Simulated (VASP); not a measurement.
Set up this calculation in VASP 6.6.1, as the native input.

| Item | Value |
| --- | --- |
| Task | single point |
| Functional | r2SCAN |
| Potentials or basis | VASP PAW PBE potentials, release 64 (Al, Ru_pv) |
| Cutoff | 520 eV |
| k mesh | 10 × 10 × 10 |
| Occupations | fermi-dirac, width 0.15 eV |
| Spin | no spin polarisation |
| Dipole correction | no |
| Further INCAR settings | ALGO = Normal; EDIFF = 1e-06; NBANDS = 16 |

The system is AlRu.

```
Al Ru
1.0
     2.93053    0.00000    0.00000
     0.00000    2.93053    0.00000
     0.00000    0.00000    2.93053
Al Ru
1 1
Direct
  0.00000 0.00000 0.00000
  0.50000 0.50000 0.50000
```

One way to write it, as run:

POSCAR

```
AlRu
1.0
    2.9305298028      0.0000000000      0.0000000000
    0.0000000000      2.9305298028      0.0000000000
    0.0000000000      0.0000000000      2.9305298028
Al Ru
1 1
Direct
    0.0000000000      0.0000000000      0.0000000000
    0.5000000000      0.5000000000      0.5000000000
```

INCAR.step1

```
SYSTEM = AlRu
ALGO = Normal
EDIFF = 1E-4
ENCUT = 520
GGA = PE
ISMEAR = -1
LASPH = .True.
LCHARG = .False.
LREAL = .False.
LWAVE = .True.
NBANDS = 16
NELM = 100
PREC = Accurate
SIGMA = 0.15
```

INCAR.step2

```
SYSTEM = AlRu
ALGO = Normal
EDIFF = 1E-6
ENCUT = 520
ISIF = 2
ISMEAR = -1
ISTART = 1
LASPH = .True.
LCHARG = .True.
LELF = .True.
LMIXTAU = .True.
LREAL = .False.
LVHAR = .True.
LWAVE = .False.
METAGGA = R2SCAN
NBANDS = 16
NELM = 100
PREC = Accurate
SIGMA = 0.15
```

KPOINTS

```
k-points
0
Gamma
  10 10 10
  0 0 0
```

Potentials or basis: VASP PAW PBE potentials, release 64 (Al, Ru_pv).

Command:

```bash
$ cat potpaw_PBE.64/Al/POTCAR potpaw_PBE.64/Ru_pv/POTCAR > POTCAR
$ cp INCAR.step1 INCAR
$ mpirun -np 1 vasp_std > vasp.out
$ cp INCAR.step2 INCAR
$ mpirun -np 1 vasp_std > vasp.out
```

Results of the run:

```
Pressure : 13.6 GPa
```

Caveat: the PAW data sets were made with another functional, which shifts forces and pressure a little.

It used 65 s of CPU time on 1 thread of AMD EPYC 7R13 Processor (Zen 3), on a shared host.
